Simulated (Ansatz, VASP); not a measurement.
**One calculation of Cd5B3O9F, two programs**

```
Cd B O F
1.0
     4.02850   -7.98300    0.00000
     4.02850    7.98300    0.00000
    -0.60212    0.00000    3.39400
Cd B O F
5 3 9 1
Direct
  0.24631 0.24631 0.78989
  0.97242 0.73501 0.07456
  0.73501 0.97242 0.07456
  0.65184 0.29856 0.41736
  0.29856 0.65184 0.41736
  0.95952 0.35329 0.83393
  0.35329 0.95952 0.83393
  0.59705 0.59705 0.46606
  0.89576 0.44066 0.03043
  0.44066 0.89576 0.03043
  0.75867 0.60796 0.51223
  0.60796 0.75867 0.51223
  0.15093 0.43985 0.85030
  0.43985 0.15093 0.85030
  0.42451 0.42451 0.37144
  0.82575 0.17392 0.62720
  0.17392 0.82575 0.62720
  0.04039 0.04039 0.18471
```

Alike in both runs: functional PBE; k mesh 3 × 3 × 6; occupations fermi-dirac, width 0.02 eV; no spin polarisation.

Ansatz relaxed the structure, and its values are those at the end. VASP's run is a single point on that final structure, the one shown.

|  | VASP | Ansatz |
| --- | --- | --- |
| version | VASP 6.6.1 | Ansatz 0.2.0 |
| potentials or method | VASP PAW PBE potentials, release 64 (Cd, B, O, F) | plane-wave PAW, scalar-relativistic |
| plane-wave cutoff (eV) | 520 | 420 |
| valence electrons in the cell | 130 | 170 |

Ansatz gave:

| Quantity | Value |
| --- | --- |
| gap on the k mesh at the Fermi level (eV) | 1.74 |
| pressure (GPa) | 3.3 |
| rms of the force components (eV/Å) | 0.002 |

Q: Which values does VASP return?

A: gap on the k mesh at the Fermi level (eV): 1.72; pressure (GPa): 4.2; rms of the force components (eV/Å): 0.016.

VASP's potentials hold 130 valence electrons a cell and Ansatz's 170, so a difference there can come from the potentials and not from the codes. Ansatz's warnings: stress scf threshold loose.
